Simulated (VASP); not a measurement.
Here is a VASP 6.6.1 calculation.

The input POSCAR:

```
ScAl3
1.0
    4.0442656997      0.0000000000      0.0000000000
    0.0000000000      4.0442656997      0.0000000000
    0.0000000000      0.0000000000      4.0442656997
Sc Al
1 3
Direct
    0.0000000000      0.0000000000      0.0000000000
    0.5000000000      0.0000000000      0.5000000000
    0.0000000000      0.5000000000      0.5000000000
    0.5000000000      0.5000000000      0.0000000000
```

File INCAR.step1:

```
SYSTEM = ScAl3
PREC = Accurate
ENCUT = 520
ISMEAR = 0
SIGMA = 0.1
LREAL = .FALSE.
LASPH = .TRUE.
NELM = 100
NBANDS = 18
GGA = PE
ALGO = Normal
EDIFF = 1E-4
LWAVE = .TRUE.
LCHARG = .FALSE.
```

INCAR.step2

```
SYSTEM = ScAl3
PREC = Accurate
ENCUT = 520
EDIFF = 1E-6
ISMEAR = 0
SIGMA = 0.1
LREAL = .FALSE.
LASPH = .TRUE.
NELM = 100
ALGO = Normal
ISIF = 2
LWAVE = .FALSE.
LCHARG = .FALSE.
METAGGA = R2SCAN
LMIXTAU = .TRUE.
NBANDS = 18
ISTART = 1
```

KPOINTS

```
regular mesh
0
G
  10 10 10
  0 0 0
```

Potentials or basis: VASP PAW PBE potentials, release 64 (Sc_sv, Al).

Run with:

```console
$ cat potpaw_PBE.64/Sc_sv/POTCAR potpaw_PBE.64/Al/POTCAR > POTCAR
$ cp INCAR.step1 INCAR
$ mpirun -np 1 vasp_std > vasp.out
$ cp INCAR.step2 INCAR
$ mpirun -np 1 vasp_std > vasp.out
```

(1) Estimate the band gap on the k mesh.

(2) Estimate the pressure.

Answers

(1) zero (band 10 reaches 8.63 eV, above the bottom of band 11 at 4.30 eV).

(2) 3.0 GPa.

Caveat: the PAW data sets were made with another functional, which shifts forces and pressure a little.
